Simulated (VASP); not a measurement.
# CaSe (I-4m2) in VASP: a series of runs

The runs below take CaSe through single point, with PBE, r2SCAN, HSE06.

All numbers are computed with VASP 6.6.1; they aren't measurements. Logs are shortened: lines on timing, memory, paths and dates and some standing lists are left out, and cuts for length are marked.

**1. The cell of the first run**

It takes space group I-4m2 (No. 119, tetragonal). Conventional cell: a = 4.638 Å, b = 4.638 Å, c = 6.527 Å, α = 90.00°, β = 90.00°, γ = 90.00°. Ca (site symmetry -4m2) has 4 Se at 2.84 Å within 3.7 Å. Within 3.7 Å of Se (site symmetry -4m2) lie 4 Ca at 2.84 Å.

**2. Single point, PBE (uniaxial z strain -0.5%)**

INCAR

```
  PREC = Accurate
  ENCUT = 520
  EDIFF = 1E-7
  ISMEAR = -1
  SIGMA = 0.02
  LREAL = F
  LASPH = T
  NELM = 60
  ALGO = Normal
  ISIF = 2
  LWAVE = F
  LCHARG = T
  GGA = PE
  LELF = T
  LVHAR = T
  NBANDS = 15
```

KPOINTS

```
Automatic mesh
0
Gamma
  6 6 6
```

POSCAR

```
CaSe
1.0
    0.0000000000      3.2795613703      3.2634915196
    3.2795613703      0.0000000000      3.2634915196
    3.2795613703      3.2795613703      0.0000000000
Ca Se
1 1
Direct
    0.0000000000      0.0000000000      0.0000000000
    0.2500000000      0.2500000000      0.2500000000
```

Potentials or basis: VASP PAW PBE potentials, release 64 (Ca_sv, Se).

On the command line:

```
cat potpaw_PBE.64/Ca_sv/POTCAR potpaw_PBE.64/Se/POTCAR > POTCAR
mpirun -np 1 vasp_std > vasp.out
```

OUTCAR:

```text
PREC = Accurate
   ENCUT = 520
   EDIFF = 1E-7
   ISMEAR = -1
   LREAL = F
   LASPH = T
   NELM = 60
   ISIF = 2
   GGA = PE

 ion  position               nearest neighbor table
   1  0.000  0.000  0.000-   2 2.84   2 2.84   2 2.84   2 2.84
   2  0.250  0.250  0.250-   1 2.84   1 2.84   1 2.84   1 2.84

  LATTYP: Found a body centered tetragonal cell.
 ALAT       =     4.6380001685
 C/A-ratio  =     1.4072839159

  Lattice vectors:

 A1 = (   0.0000000000,  -3.2795613703,  -3.2634915196)
 A2 = (   0.0000000000,   3.2795613703,  -3.2634915196)
 A3 = (   3.2795613703,   0.0000000000,   3.2634915196)

Analysis of symmetry for initial positions (statically):
=====================================================================
 Subroutine PRICEL returns:
 Original cell was already a primitive cell.

 Routine SETGRP: Setting up the symmetry group for a
 body centered tetragonal supercell.

 Subroutine GETGRP returns: Found  8 space group operations
 (whereof  8 operations were pure point group operations)
 out of a pool of 16 trial point group operations.

The static configuration has the point symmetry D_2d.

Analysis of symmetry for dynamics (positions and initial velocities):
=====================================================================
 Subroutine PRICEL returns:
 Original cell was already a primitive cell.

 Routine SETGRP: Setting up the symmetry group for a
 body centered tetragonal supercell.

 Subroutine GETGRP returns: Found  8 space group operations
 (whereof  8 operations were pure point group operations)
 out of a pool of 16 trial point group operations.

The dynamic configuration has the point symmetry D_2d.

 Subroutine INISYM returns: Found  8 space group operations
 (whereof  8 operations are pure point group operations),
 and found     1 'primitive' translations

----------------------------------------------------------------------------------------

                                     Primitive cell

  volume of cell :      70.2011

  direct lattice vectors                    reciprocal lattice vectors
     0.000000000  3.279561370  3.263491520    -0.152459413  0.152459413  0.153210142
     3.279561370  0.000000000  3.263491520     0.152459413 -0.152459413  0.153210142
     3.279561370  3.279561370  0.000000000     0.152459413  0.152459413 -0.153210142

  length of vectors
     4.626651022  4.626651022  4.638000169     0.264501593  0.264501593  0.264501593

  position of ions in fractional coordinates (direct lattice)
     0.000000000  0.000000000  0.000000000
     0.250000000  0.250000000  0.250000000

  ion indices of the primitive-cell ions
   primitive index   ion index
                 1           1
                 2           2

----------------------------------------------------------------------------------------

 KPOINTS: Automatic mesh

Automatic generation of k-mesh.
 Grid dimensions read from file:
 generate k-points for:    6    6    6

 Generating k-lattice:

  Cartesian coordinates                     Fractional coordinates (reciprocal lattice)
    -0.025409902  0.025409902  0.025535024     0.166666667  0.000000000  0.000000000
     0.025409902 -0.025409902  0.025535024     0.000000000  0.166666667  0.000000000
     0.025409902  0.025409902 -0.025535024     0.000000000  0.000000000  0.166666667

  Length of vectors
     0.044083599  0.044083599  0.044083599

  Shift w.r.t. Gamma in fractional coordinates (k-lattice)
     0.000000000  0.000000000  0.000000000

 Subroutine IBZKPT returns following result:
 ===========================================

 Found     30 irreducible k-points:

 Following reciprocal coordinates:
            Coordinates               Weight
  0.000000  0.000000  0.000000      1.000000
  0.166667 -0.000000  0.000000      8.000000
  0.333333  0.000000  0.000000      8.000000
  0.500000  0.000000  0.000000      4.000000
  0.166667  0.166667  0.000000      2.000000
  0.333333  0.166667  0.000000      8.000000
[... 16 lines left out ...]
  0.333333  0.000000  0.333333      4.000000
  0.500000  0.000000  0.333333     16.000000
 [... further k-points ...]
   k-points           NKPTS =     30   k-points in BZ     NKDIM =     30   number of bands    NBANDS=     15
   number of dos      NEDOS =    301   number of ions     NIONS =      2
   total plane-waves  NPLWV =  46656
   dimension x,y,z NGX =    36 NGY =   36 NGZ =   36
   dimension x,y,z NGXF=    72 NGYF=   72 NGZF=   72
   ions per type =               1   1
   NGX,Y,Z   is equivalent  to a cutoff of  12.94, 12.94, 12.90 a.u.
   NGXF,Y,Z  is equivalent  to a cutoff of  25.87, 25.87, 25.81 a.u.
 SYSTEM =  unknown system
   PREC   = accura    normal or accurate (medium, high low for compatibility)
   ISTART =      0    job   : 0-new  1-cont  2-samecut
   ICHARG =      2    charge: 1-file 2-atom 10-const
   ISPIN  =      1    spin polarized calculation?
   LNONCOLLINEAR =      F non collinear calculations
   LSORBIT =      F    spin-orbit coupling
   LASPH  =      T    aspherical Exc in radial PAW
   ENCUT  =  520.0 eV  38.22 Ry    6.18 a.u.   8.60  8.60  8.62*2*pi/ulx,y,z
   NELM   =     60;   NELMIN=  2; NELMDL= -5     # of ELM steps
   EDIFF  = 0.1E-06   stopping-criterion for ELM
   LREAL  =      F    real-space projection
   EDIFFG = 0.1E-05   stopping-criterion for IOM
   NSW    =      0    number of steps for IOM
   IBRION =     -1    ionic relax: 0-MD 1-quasi-New 2-CG
   NFREE  =      0    steps in history (QN), initial steepest desc. (CG)
   ISIF   =      2    stress and relaxation
   ISYM   =      2    0-nonsym 1-usesym 2-fastsym
   POTIM  = 0.5000    time-step for ionic-motion
   TEBEG  =    0.0;   TEEND  =   0.0 temperature during run
   PSTRESS=    0.0 pullay stress
   NELECT =      16.0000    total number of electrons
   NUPDOWN=      -1.0000    fix difference up-down
   EMIN   =  10.00;   EMAX   =-10.00  energy-range for DOS
   EFERMI =   0.00;   METHOD = LEGACY
   ISMEAR =    -1;   SIGMA  =   0.02  broadening in eV -4-tet -1-fermi 0-gaus
   EFERMI_NEDOS =   21; number of points for ismear=-14 and -15
   IALGO  =     38    algorithm
   IMIX   =      4    mixing-type and parameters
     AMIX     =   0.40;   BMIX     =  1.00
     AMIX_MAG =   1.60;   BMIX_MAG =  1.00
  volume/ion in A,a.u.               =      35.10       236.87
  Fermi-wavevector in a.u.,A,eV,Ry     =   1.000000  1.889727 13.605836  1.000001
  Thomas-Fermi vector in A             =   2.132328
   LORBIT       =      0    0 simple, 1 ext, 2 COOP (PROOUT), +10 PAW based schemes
   GGA     = PE    functional components
   LHFCALC =     F    Hartree Fock is set to
   AEXX    =    0.0000 exact exchange contribution
   IVDW    =     0    specifies the selected vdW correction
   LEPSILON=     F    determine dielectric tensor
   LRPA    =     F    only Hartree local field effects (RPA)
 non-spin polarized calculation
  energy-cutoff  :      520.00
  volume of cell :       70.20
 maximum number of plane-waves:      1909
 NGX is ok and might be reduce to    36
   NGX = 17   NGY = 17   NGZ = 17

 number of electron      16.0000003 magnetization

 Free energy of the ion-electron system (eV)
  ---------------------------------------------------
  ext. energy  EPLUGINS =         0.00000000
  ---------------------------------------------------
  free energy    TOTEN  =        -8.96628357 eV

  energy without entropy =       -8.96628357  energy(sigma->0) =       -8.96628357

 E-fermi :   0.1733     XC(G=0):  -7.6397

 val. band max:       -0.2831613661   @ k =  -0.3333   0.0000   0.1667
 cond. band min:       2.9351270957   @ k =   0.0000   0.0000   0.0000
 fundamental gap:      3.2182884618
 Fermi energy:         0.1732790392

 k-point     1 :       0.0000    0.0000    0.0000
  band No.  band energies     occupation
      1     -39.3214      2.00000
      2     -20.3406      2.00000
      3     -20.3393      2.00000
      4     -20.3393      2.00000
      5     -10.6176      2.00000
      6      -0.3836      2.00000
      7      -0.3836      2.00000
      8      -0.3775      2.00000
      9       2.9351      0.00000
     10       5.0953      0.00000
     11       5.1199      0.00000
     12       7.1335      0.00000
     13       7.1335      0.00000
     14       7.1540      0.00000
     15       8.8366      0.00000

 k-point     2 :       0.1667   -0.0000    0.0000
  band No.  band energies     occupation
      1     -39.3210      2.00000
      2     -20.3514      2.00000
      3     -20.3415      2.00000
      4     -20.3407      2.00000
      5     -10.5526      2.00000
      6      -0.7851      2.00000
      7      -0.3606      2.00000
      8      -0.3542      2.00000
      9       3.7021      0.00000
     10       4.9804      0.00000
     11       4.9998      0.00000
     12       6.6712      0.00000
     13       7.1158      0.00000
     14       7.1229      0.00000
     15       8.1474      0.00000

 k-point     3 :       0.3333    0.0000    0.0000
  band No.  band energies     occupation
      1     -39.3201      2.00000
      2     -20.3743      2.00000
      3     -20.3443      2.00000
      4     -20.3436      2.00000
      5     -10.4211      2.00000
      6      -1.3134      2.00000
      7      -0.3221      2.00000
      8      -0.3107      2.00000
      9       4.7361      0.00000
     10       5.0062      0.00000
     11       5.0167      0.00000
     12       5.8504      0.00000
     13       6.5958      0.00000
     14       6.5969      0.00000
     15       7.9086      0.00000

 k-point     4 :       0.5000    0.0000    0.0000
  band No.  band energies     occupation
      1     -39.3196      2.00000
      2     -20.3857      2.00000
      3     -20.3457      2.00000
      4     -20.3450      2.00000
      5     -10.3546      2.00000
      6      -1.5061      2.00000
      7      -0.3068      2.00000
      8      -0.2928      2.00000
      9       4.8169      0.00000
     10       5.2236      0.00000
     11       5.2289      0.00000
     12       5.5743      0.00000
     13       6.1041      0.00000
     14       6.1046      0.00000
     15       8.6421      0.00000
[... 307 lines left out ...]
 k-point    22 :      -0.3333    0.5000    0.1667
  band No.  band energies     occupation
      1     -39.3190      2.00000
      2     -20.3848      2.00000
      3     -20.3575      2.00000
      4     -20.3530      2.00000
      5     -10.2693      2.00000
      6      -1.2685      2.00000
      7      -0.6819      2.00000
      8      -0.3706      2.00000
      9       3.4330      0.00000
     10       4.7142      0.00000
     11       5.6457      0.00000
     12       5.9268      0.00000
     13       6.4195      0.00000
     14       8.0716      0.00000
     15       8.9232      0.00000

 k-point    23 :       0.3333    0.0000    0.3333
  band No.  band energies     occupation
      1     -39.3196      2.00000
      2     -20.3761      2.00000
      3     -20.3509      2.00000
      4     -20.3492      2.00000
      5     -10.3573      2.00000
      6      -1.3751      2.00000
      7      -0.3399      2.00000
      8      -0.3337      2.00000
      9       3.6131      0.00000
     10       5.2825      0.00000
     11       5.6511      0.00000
     12       6.1474      0.00000
     13       6.1665      0.00000
     14       6.4442      0.00000
     15       8.6948      0.00000

 k-point    24 :       0.5000    0.0000    0.3333
  band No.  band energies     occupation
      1     -39.3192      2.00000
      2     -20.3835      2.00000
      3     -20.3555      2.00000
      4     -20.3513      2.00000
      5     -10.2917      2.00000
      6      -1.3930      2.00000
      7      -0.5182      2.00000
      8      -0.3100      2.00000
      9       3.5059      0.00000
     10       4.8158      0.00000
     11       5.5488      0.00000
     12       6.1018      0.00000
     13       6.2133      0.00000
     14       7.4308      0.00000
     15       8.8355      0.00000

 [... further k-points ...]
[... 5 lines left out ...]
  --------------------------------------------------------------------------------------
  -------------------------------------------------------------------------------------
  Total        0.3155068      0.3155068      0.3238588      0.0000000      0.0000000      0.0000000
  in kB        7.2007094      7.2007094      7.3913248      0.0000000      0.0000000      0.0000000
  external PRESSURE =       7.2642479 kB  Pullay stress =       0.0000000 kB

 VOLUME and BASIS-vectors are now :
 -----------------------------------------------------------------------------
  energy-cutoff  :      520.00
  volume of cell :       70.20
      direct lattice vectors                 reciprocal lattice vectors
     0.000000000  3.279561370  3.263491520    -0.152459413  0.152459413  0.153210142
     3.279561370  0.000000000  3.263491520     0.152459413 -0.152459413  0.153210142
     3.279561370  3.279561370  0.000000000     0.152459413  0.152459413 -0.153210142

 POSITION                                       TOTAL-FORCE (eV/Angst)
 -----------------------------------------------------------------------------------
      0.00000      0.00000      0.00000         0.000000      0.000000      0.000000
      1.63978      1.63978      1.63175        -0.000000     -0.000000     -0.000000
 -----------------------------------------------------------------------------------
    total drift:                                0.000000      0.000000      0.000000

  FREE ENERGIE OF THE ION-ELECTRON SYSTEM (eV)
  ---------------------------------------------------
  free  energy   TOTEN  =        -8.9662835697 eV

  energy  without entropy=       -8.9662835696  energy(sigma->0) =       -8.96628357
```

Wall time 50 s (1 thread of Oxide Virtual Turin-like, shared host); peak memory 0.17 GiB.

Results:

```
Free energy            : -8.9663 eV
Pressure               : 0.7 GPa
Band gap on the k mesh : 3.22 eV (least direct gap 3.31 eV)
```

Caveat: the cell differs from its parent crystal (uniaxial z strain -0.5%); the structure was generated, so it needn't be the stable form of CaSe. A k mesh can miss the band edges.

(Part 1 of 2 ends here.)
